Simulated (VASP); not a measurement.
Crystal: ZnH3.

```
CELL_PARAMETERS angstrom
3.15988 0.00000 0.00000
0.00000 3.15988 0.00000
0.00000 0.00000 3.15988
ATOMIC_POSITIONS crystal
Zn 0.00000 0.00000 0.00000
H 0.00000 0.50000 0.50000
H 0.50000 0.00000 0.50000
H 0.50000 0.50000 0.00000
```

- Program: VASP 6.6.1
- Task: relaxation of cell and atoms
- Functional: PBE
- Potentials or basis: VASP PAW PBE potentials, release 64 (Zn, H)
- Cutoff: 600 eV
- k mesh: 6 × 6 × 6
- Occupations: gaussian, width 0.1 eV
- Spin: no spin polarisation

At the start: pressure -12.9 GPa; volume 7.89 Å³/atom.

Problem. Where does the relaxation end?

Solution. Over 4 steps the energy falls by 74.0 meV/atom and the volume is 6.33 Å³/atom (-19.8 %); space group Pm-3m (No. 221, to 0.1 Å) before and after.

The path:
```
step  energy change (eV)  largest force (eV/Å)  pressure (GPa)  volume (Å³)
   1              0.0000                0.0000          -12.93        31.55
   2             -0.1945                0.0000           -8.87        28.73
   3             -0.2935                0.0000           -1.75        25.90
   4             -0.2962                0.0000            0.42        25.31
```

Final structure:
```yaml
crystal:
  lattice:
    - [2.93620, 0.00000, 0.00000]
    - [0.00000, 2.93620, 0.00000]
    - [0.00000, 0.00000, 2.93620]
  atoms:
    - { symbol: Zn, position: [0.00000, 0.00000, 0.00000] }
    - { symbol: H, position: [0.00000, 0.50000, 0.50000] }
    - { symbol: H, position: [0.50000, 0.00000, 0.50000] }
    - { symbol: H, position: [0.50000, 0.50000, 0.00000] }
```

Caveat: the volume moved by over 15 % at a fixed basis, so the end points are rough.
